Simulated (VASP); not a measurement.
# Ge (Fd-3m) in VASP: further runs

The runs below take Ge through single point, with PBEsol, HSE06.

Program: VASP 6.6.1. These are calculated values, not measurements. Logs are shortened: lines on timing, memory, paths and dates and some standing lists are left out, and cuts for length are marked.

### 1 The cell of the first run

The structure is cubic, space group Fd-3m (No. 227). The conventional cell has a = 5.674 Å, b = 5.674 Å, c = 5.674 Å, α = 90.00°, β = 90.00°, γ = 90.00°. Within 3.2 Å of Ge (site symmetry -43m) lie 4 Ge at 2.46 Å.

### 2 Single point, PBEsol

Input file INCAR:

```
SYSTEM = Ge
PREC = Accurate
ENCUT = 520
EDIFF = 1E-6
ISMEAR = -1
SIGMA = 0.02
LREAL = .False.
LASPH = .True.
NELM = 60
ALGO = Normal
ISIF = 2
LWAVE = .False.
LCHARG = .False.
GGA = PS
NBANDS = 21
```

Input file KPOINTS:

```
Automatic mesh
0
Gamma
  6 6 6
  0 0 0
```

Input file POSCAR:

```
Ge
1.0
    0.0000000000      2.8368735118      2.8368735118
    2.8368735118      0.0000000000      2.8368735118
    2.8368735118      2.8368735118      0.0000000000
Ge
2
Direct
    0.0000000000      0.0000000000      0.0000000000
    0.2500000000      0.2500000000      0.2500000000
```

Potentials or basis: VASP PAW PBE potentials, release 64 (Ge_d).

The run is started by

```console
> cat potpaw_PBE.64/Ge_d/POTCAR > POTCAR
> mpirun -np 1 vasp_std > vasp.out
```

OUTCAR:

```text
SYSTEM = Ge
   PREC = Accurate
   ENCUT = 520
   EDIFF = 1E-6
   ISMEAR = -1
   LREAL = .False.
   LASPH = .True.
   NELM = 60
   ISIF = 2
   GGA = PS

 ion  position               nearest neighbor table
   1  0.000  0.000  0.000-   2 2.46   2 2.46   2 2.46   2 2.46
   2  0.250  0.250  0.250-   1 2.46   1 2.46   1 2.46   1 2.46

  LATTYP: Found a face centered cubic cell.
 ALAT       =     5.6737470236

  Lattice vectors:

 A1 = (   0.0000000000,   2.8368735118,   2.8368735118)
 A2 = (   2.8368735118,   0.0000000000,   2.8368735118)
 A3 = (   2.8368735118,   2.8368735118,   0.0000000000)

Analysis of symmetry for initial positions (statically):
=====================================================================
 Subroutine PRICEL returns:
 Original cell was already a primitive cell.

 Routine SETGRP: Setting up the symmetry group for a
 face centered cubic supercell.

 Subroutine GETGRP returns: Found 48 space group operations
 (whereof 24 operations were pure point group operations)
 out of a pool of 48 trial point group operations.

The static configuration has the point symmetry T_d .
 The point group associated with its full space group is O_h .

Analysis of symmetry for dynamics (positions and initial velocities):
=====================================================================
 Subroutine PRICEL returns:
 Original cell was already a primitive cell.

 Routine SETGRP: Setting up the symmetry group for a
 face centered cubic supercell.

 Subroutine GETGRP returns: Found 48 space group operations
 (whereof 24 operations were pure point group operations)
 out of a pool of 48 trial point group operations.

The dynamic configuration has the point symmetry T_d .
 The point group associated with its full space group is O_h .

 Subroutine INISYM returns: Found 48 space group operations
 (whereof 24 operations are pure point group operations),
 and found     1 'primitive' translations

----------------------------------------------------------------------------------------

                                     Primitive cell

  volume of cell :      45.6615

  direct lattice vectors                    reciprocal lattice vectors
     0.000000000  2.836873512  2.836873512    -0.176250368  0.176250368  0.176250368
     2.836873512  0.000000000  2.836873512     0.176250368 -0.176250368  0.176250368
     2.836873512  2.836873512  0.000000000     0.176250368  0.176250368 -0.176250368

  length of vectors
     4.011944995  4.011944995  4.011944995     0.305274592  0.305274592  0.305274592

  position of ions in fractional coordinates (direct lattice)
     0.000000000  0.000000000  0.000000000
     0.250000000  0.250000000  0.250000000

  ion indices of the primitive-cell ions
   primitive index   ion index
                 1           1
                 2           2

----------------------------------------------------------------------------------------

 KPOINTS: Automatic mesh

Automatic generation of k-mesh.
 Grid dimensions read from file:
 generate k-points for:    6    6    6

 Generating k-lattice:

  Cartesian coordinates                     Fractional coordinates (reciprocal lattice)
    -0.029375061  0.029375061  0.029375061     0.166666667  0.000000000  0.000000000
     0.029375061 -0.029375061  0.029375061     0.000000000  0.166666667  0.000000000
     0.029375061  0.029375061 -0.029375061     0.000000000  0.000000000  0.166666667

  Length of vectors
     0.050879099  0.050879099  0.050879099

  Shift w.r.t. Gamma in fractional coordinates (k-lattice)
     0.000000000  0.000000000  0.000000000

 Subroutine IBZKPT returns following result:
 ===========================================

 Found     16 irreducible k-points:

 Following reciprocal coordinates:
            Coordinates               Weight
  0.000000  0.000000  0.000000      1.000000
  0.166667  0.000000  0.000000      8.000000
  0.333333  0.000000  0.000000      8.000000
  0.500000  0.000000  0.000000      4.000000
  0.166667  0.166667  0.000000      6.000000
  0.333333  0.166667  0.000000     24.000000
[... 8 lines left out ...]
 -0.333333  0.333333  0.166667     24.000000
 -0.333333  0.500000  0.166667     12.000000
   k-points           NKPTS =     16   k-points in BZ     NKDIM =     16   number of bands    NBANDS=     21
   number of dos      NEDOS =    301   number of ions     NIONS =      2
   total plane-waves  NPLWV =  27000
   dimension x,y,z NGX =    30 NGY =   30 NGZ =   30
   dimension x,y,z NGXF=    60 NGYF=   60 NGZF=   60
   ions per type =               2
   NGX,Y,Z   is equivalent  to a cutoff of  12.43, 12.43, 12.43 a.u.
   NGXF,Y,Z  is equivalent  to a cutoff of  24.86, 24.86, 24.86 a.u.
 SYSTEM =  Ge
   PREC   = accura    normal or accurate (medium, high low for compatibility)
   ISTART =      0    job   : 0-new  1-cont  2-samecut
   ICHARG =      2    charge: 1-file 2-atom 10-const
   ISPIN  =      1    spin polarized calculation?
   LNONCOLLINEAR =      F non collinear calculations
   LSORBIT =      F    spin-orbit coupling
   LASPH  =      T    aspherical Exc in radial PAW
   ENCUT  =  520.0 eV  38.22 Ry    6.18 a.u.   7.46  7.46  7.46*2*pi/ulx,y,z
   NELM   =     60;   NELMIN=  2; NELMDL= -5     # of ELM steps
   EDIFF  = 0.1E-05   stopping-criterion for ELM
   LREAL  =      F    real-space projection
[... 7 lines left out ...]
   TEBEG  =    0.0;   TEEND  =   0.0 temperature during run
   PSTRESS=    0.0 pullay stress
   NELECT =      28.0000    total number of electrons
   NUPDOWN=      -1.0000    fix difference up-down
   EMIN   =  10.00;   EMAX   =-10.00  energy-range for DOS
   EFERMI =   0.00;   METHOD = LEGACY
   ISMEAR =    -1;   SIGMA  =   0.02  broadening in eV -4-tet -1-fermi 0-gaus
   EFERMI_NEDOS =   21; number of points for ismear=-14 and -15
   IALGO  =     38    algorithm
   IMIX   =      4    mixing-type and parameters
     AMIX     =   0.40;   BMIX     =  1.00
     AMIX_MAG =   1.60;   BMIX_MAG =  1.00
  volume/ion in A,a.u.               =      22.83       154.07
  Fermi-wavevector in a.u.,A,eV,Ry     =   1.390841  2.628309 26.319643  1.934439
  Thomas-Fermi vector in A             =   2.514738
   LORBIT       =      0    0 simple, 1 ext, 2 COOP (PROOUT), +10 PAW based schemes
   GGA     = PS    functional components
   LHFCALC =     F    Hartree Fock is set to
   AEXX    =    0.0000 exact exchange contribution
   IVDW    =     0    specifies the selected vdW correction
   LEPSILON=     F    determine dielectric tensor
   LRPA    =     F    only Hartree local field effects (RPA)
 non-spin polarized calculation
  energy-cutoff  :      520.00
  volume of cell :       45.66
 maximum number of plane-waves:      1247
 NGX is ok and might be reduce to    30
   NGX = 15   NGY = 15   NGZ = 15

 number of electron      28.0000015 magnetization

 Free energy of the ion-electron system (eV)
  ---------------------------------------------------
  ext. energy  EPLUGINS =         0.00000000
  ---------------------------------------------------
  free energy    TOTEN  =        -9.82792076 eV

  energy without entropy =       -9.82749091  energy(sigma->0) =       -9.82770583

 E-fermi :   4.8030     XC(G=0): -10.0823

 val. band max:        4.7907581464   @ k =   0.0000   0.0000   0.0000
 cond. band min:       4.8855881538   @ k =   0.5000   0.0000   0.0000
 fundamental gap:      0.0948300073
 Fermi energy:         4.8030032775

 k-point     1 :       0.0000    0.0000    0.0000
  band No.  band energies     occupation
      1     -19.9554      2.00000
      2     -19.9553      2.00000
      3     -19.9553      2.00000
      4     -19.9196      2.00000
      5     -19.9196      2.00000
      6     -19.7119      2.00000
[... 13 lines left out ...]
     20      14.2421      0.00000
     21      14.2421      0.00000

 k-point     2 :       0.1667    0.0000    0.0000
  band No.  band energies     occupation
      1     -19.9670      2.00000
      2     -19.9670      2.00000
      3     -19.9511      2.00000
      4     -19.9025      2.00000
      5     -19.9025      2.00000
      6     -19.7288      2.00000
[... 13 lines left out ...]
     20      13.0769      0.00000
     21      13.0769      0.00000

 k-point     3 :       0.3333    0.0000    0.0000
  band No.  band energies     occupation
      1     -19.9771      2.00000
      2     -19.9771      2.00000
      3     -19.9424      2.00000
      4     -19.8837      2.00000
      5     -19.8837      2.00000
      6     -19.7430      2.00000
[... 13 lines left out ...]
     20      13.6924      0.00000
     21      13.6924      0.00000

 k-point     4 :       0.5000    0.0000    0.0000
  band No.  band energies     occupation
      1     -19.9794      2.00000
      2     -19.9794      2.00000
      3     -19.9379      2.00000
      4     -19.8784      2.00000
      5     -19.8784      2.00000
      6     -19.7462      2.00000
[... 13 lines left out ...]
     20      15.7101      0.00000
     21      15.9066      0.00000

 k-point     5 :       0.1667    0.1667    0.0000
  band No.  band energies     occupation
      1     -19.9647      2.00000
      2     -19.9647      2.00000
      3     -19.9641      2.00000
      4     -19.9042      2.00000
      5     -19.8828      2.00000
      6     -19.7621      2.00000
[... 13 lines left out ...]
     20      12.9949      0.00000
     21      14.7120      0.00000
[... 190 lines left out ...]
     20      16.2179      0.00000
     21      17.5301      0.00000

 k-point    14 :       0.5000    0.3333    0.1667
  band No.  band energies     occupation
      1     -19.9941      2.00000
      2     -19.9911      2.00000
      3     -19.9168      2.00000
      4     -19.8636      2.00000
      5     -19.8299      2.00000
      6     -19.8138      2.00000
[... 13 lines left out ...]
     20      14.5998      0.00000
     21      17.0356      0.00000

 k-point    15 :      -0.3333    0.3333    0.1667
  band No.  band energies     occupation
      1     -20.0040      2.00000
      2     -19.9939      2.00000
      3     -19.8950      2.00000
      4     -19.8458      2.00000
      5     -19.8236      2.00000
      6     -19.8156      2.00000
[... 13 lines left out ...]
     20      16.4639      0.00000
     21      16.6090      0.00000

 k-point    16 :      -0.3333    0.5000    0.1667
  band No.  band energies     occupation
      1     -19.9995      2.00000
      2     -19.9995      2.00000
      3     -19.8751      2.00000
      4     -19.8751      2.00000
      5     -19.8103      2.00000
      6     -19.8103      2.00000
[... 13 lines left out ...]
     20      15.7146      0.00000
     21      17.6197      0.00000

------------------------ aborting loop because EDIFF is reached ----------------------------------------

  FORCE on cell =-STRESS in cart. coord.  units (eV):
  Direction    XX          YY          ZZ          XY          YZ          ZX
  --------------------------------------------------------------------------------------
  -------------------------------------------------------------------------------------
  Total       -0.0815986     -0.0815986     -0.0815986     -0.0000000     -0.0000000     -0.0000000
  in kB       -2.8631456     -2.8631456     -2.8631456     -0.0000000     -0.0000000     -0.0000000
  external PRESSURE =      -2.8631456 kB  Pullay stress =       0.0000000 kB

 VOLUME and BASIS-vectors are now :
 -----------------------------------------------------------------------------
  energy-cutoff  :      520.00
  volume of cell :       45.66
      direct lattice vectors                 reciprocal lattice vectors
     0.000000000  2.836873512  2.836873512    -0.176250368  0.176250368  0.176250368
     2.836873512  0.000000000  2.836873512     0.176250368 -0.176250368  0.176250368
     2.836873512  2.836873512  0.000000000     0.176250368  0.176250368 -0.176250368

 POSITION                                       TOTAL-FORCE (eV/Angst)
 -----------------------------------------------------------------------------------
      0.00000      0.00000      0.00000         0.000000      0.000000      0.000000
      1.41844      1.41844      1.41844        -0.000000     -0.000000     -0.000000
 -----------------------------------------------------------------------------------
    total drift:                                0.000000     -0.000000      0.000000

  FREE ENERGIE OF THE ION-ELECTRON SYSTEM (eV)
  ---------------------------------------------------
  free  energy   TOTEN  =        -9.8279207591 eV

  energy  without entropy=       -9.8274909104  energy(sigma->0) =       -9.82770583
```

Run time: 7.5 s. Hardware: 1 thread of Intel Xeon 6975P-C (Granite Rapids), shared host; peak memory 0.15 GiB.

What came out:

```
Free energy            : -9.8279 eV
Pressure               : -0.3 GPa
Band gap on the k mesh : zero (filled and empty bands touch)
```

Caveat: semilocal functionals underestimate gaps, and a narrow one can read as zero; the PAW data sets were made with another functional, which shifts forces and pressure a little.

### 3 Single point, HSE06

POSCAR is that of step 2.

Input file INCAR.step1:

```
SYSTEM = Ge
PREC = Accurate
ENCUT = 520
EDIFF = 1E-5
ISMEAR = -1
SIGMA = 0.02
LREAL = .False.
LASPH = .True.
NELM = 60
ALGO = Normal
ISIF = 2
LWAVE = .True.
NBANDS = 21
GGA = PE
```

Input file INCAR.step2:

```
SYSTEM = Ge
PREC = Accurate
ENCUT = 520
EDIFF = 1E-7
ISMEAR = -1
SIGMA = 0.02
LREAL = .False.
LASPH = .True.
NELM = 60
ALGO = Normal
ISIF = 2
LWAVE = .False.
LCHARG = .True.
GGA = PE
LHFCALC = .True.
HFSCREEN = 0.2079
PRECFOCK = Normal
LELF = .True.
LVHAR = .True.
NBANDS = 21
ISTART = 1
```

Input file KPOINTS:

```
regular mesh
0
Gamma
  4 4 4
  0 0 0
```

Potentials or basis: VASP PAW PBE potentials, release 64 (Ge_d).

The run is started by

```console
> cat potpaw_PBE.64/Ge_d/POTCAR > POTCAR
> cp INCAR.step1 INCAR
> mpirun -np 1 vasp_std > vasp.out
> cp INCAR.step2 INCAR
> mpirun -np 1 vasp_std > vasp.out
```

Wall time 9.6 min (1 thread of Intel Xeon 6975P-C (Granite Rapids), shared host); peak memory 0.27 GiB.

The run converged. Its results:

```yaml
Free_energy: -10.4580 eV
Pressure: 0.5 GPa
Band_gap_on_the_k_mesh: 0.85 eV (least direct gap 0.88 eV)
```

Levels at points of the mesh, in eV from the valence-band top:
| k point | band 12 | band 13 | band 14 | band 15 | band 16 | band 17 |
| --- | --- | --- | --- | --- | --- | --- |
| (0.00, 0.00, 0.00) | 0.00 | 0.00 | 0.00 | 0.88 | 3.24 | 3.24 |
| (0.50, 0.00, 0.00) | -8.22 | -1.50 | -1.50 | 0.85 | 4.48 | 4.48 |
| (0.50, 0.50, 0.00) | -9.64 | -3.31 | -3.31 | 1.33 | 1.33 | 10.75 |

Caveat: the k points lie up to 0.48 Å⁻¹ apart; the PAW data sets were made with another functional, which shifts forces and pressure a little.

The gap in the log of VASP goes by the Fermi energy; the results here count the filled bands.